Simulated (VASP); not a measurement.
CaBiCl3:

```
Ca Bi Cl
1.0
     5.05997    0.00000    0.00000
     0.00000    5.05997    0.00000
     0.00000    0.00000    5.05997
Ca Bi Cl
1 1 3
Direct
  0.00000 0.00000 0.00000
  0.50000 0.50000 0.50000
  0.00000 0.50000 0.50000
  0.50000 0.00000 0.50000
  0.50000 0.50000 0.00000
```

```yaml
Program: VASP 6.6.1
Task: relaxation of cell and atoms
Functional: PBE
Potentials_or_basis: VASP PAW PBE potentials, release 64 (Ca_sv, Bi_d, Cl)
Cutoff: 600 eV
k_mesh: 4 × 4 × 4
Occupations: gaussian, width 0.1 eV
Spin: no spin polarisation
```

At the start: pressure 17.7 GPa; volume 25.91 Å³/atom.

Question: Where does the relaxation end?

Answer: Over 4 steps the energy falls by 410.9 meV/atom and the volume is 35.90 Å³/atom (+38.5 %); space group Pm-3m (No. 221, to 0.1 Å) before and after.

Step by step:
```
step  energy change (eV)  largest force (eV/Å)  pressure (GPa)  volume (Å³)
   1              0.0000                0.0000           17.71       129.55
   2             -1.9989                0.0000           -1.43       191.00
   3             -2.0534                0.0000            0.22       177.89
   4             -2.0544                0.0000           -0.02       179.48
```

Final structure:
```xyz
5
Lattice="5.6407 0.0000 0.0000 0.0000 5.6407 0.0000 0.0000 0.0000 5.6407" Properties=species:S:1:pos:R:3 pbc="T T T"
Ca    0.0000    0.0000    0.0000
Bi    2.8204    2.8204    2.8204
Cl    0.0000    2.8204    2.8204
Cl    2.8204    0.0000    2.8204
Cl    2.8204    2.8204    0.0000
```

Caveat: the volume moved by over 15 % at a fixed basis, so the end points are rough.
